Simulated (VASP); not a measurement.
Crystal: Ti.

```
Ti
1.0
    -1.60818    1.60818    1.64100
     1.60818   -1.60818    1.64100
     1.60818    1.60818   -1.64100
Ti
1
Direct
  0.00000 0.00000 0.00000
```

This cell differs from its parent crystal: equal xx and yy strain of -2 %.

Base run:

| Property | Result |
| --- | --- |
| Program | VASP 6.6.1 |
| Functional | PBEsol |
| Potentials or basis | VASP PAW PBE potentials, release 64 (Ti_sv) |
| Cutoff | 520 eV |
| k mesh | 14 × 14 × 14 |
| Occupations | fermi-dirac, width 0.05 eV |
| Spin | no spin polarisation |

Its results: band gap on the k mesh zero (bands 6 and 7 overlap by 1.62 eV); pressure -3.0 GPa.

Q: The run is repeated on the same cell with these changes: cutoff from 520 eV to 400 eV; further incar settings from ALGO = Normal; EDIFF = 1e-06; NBANDS = 12 to ALGO = Normal; EDIFF = 1e-08; NBANDS = 12. What comes out?

A: Band gap on the k mesh zero (bands 6 and 7 overlap by 1.62 eV); pressure -3.7 GPa.

Caveats: the PAW data sets were made with another functional, which shifts forces and pressure a little; the cell stands under tension (at least some runs).
